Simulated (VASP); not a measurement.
Here is a VASP 6.6.1 calculation.

File INCAR:

```
PREC = Accurate ; ENCUT = 520
EDIFF = 1E-7 ; ISMEAR = 0
SIGMA = 0.01 ; LREAL = F
LASPH = T ; NELM = 60
ALGO = Normal ; ISIF = 2
LWAVE = F ; LCHARG = F
GGA = CA ; NBANDS = 11
```

KPOINTS

```
Automatic mesh
0
Gamma
  8 8 8
```

File POSCAR:

```
MgS
1.0
    2.5449609130      2.5449609130      0.0000000000
   -2.5449609130      2.5449609130      0.0000000000
    0.0000000000      2.5449609130      2.5449609130
Mg S
1 1
Direct
    0.0000000000      0.0000000000      0.0000000000
    0.5000000000      0.5000000000      0.0000000000
```

Potentials or basis: VASP PAW LDA potentials, release 64 (Mg, S).

Command:

```console
$ cat potpaw_LDA.64/Mg/POTCAR potpaw_LDA.64/S/POTCAR > POTCAR
$ mpirun -np 1 vasp_std > vasp.out
```

(1) What does it give for the pressure?

(2) Predict the band gap on the k mesh.

Results:

(1) 1.4 GPa.

(2) 2.70 eV, indirect (least direct gap 4.03 eV).
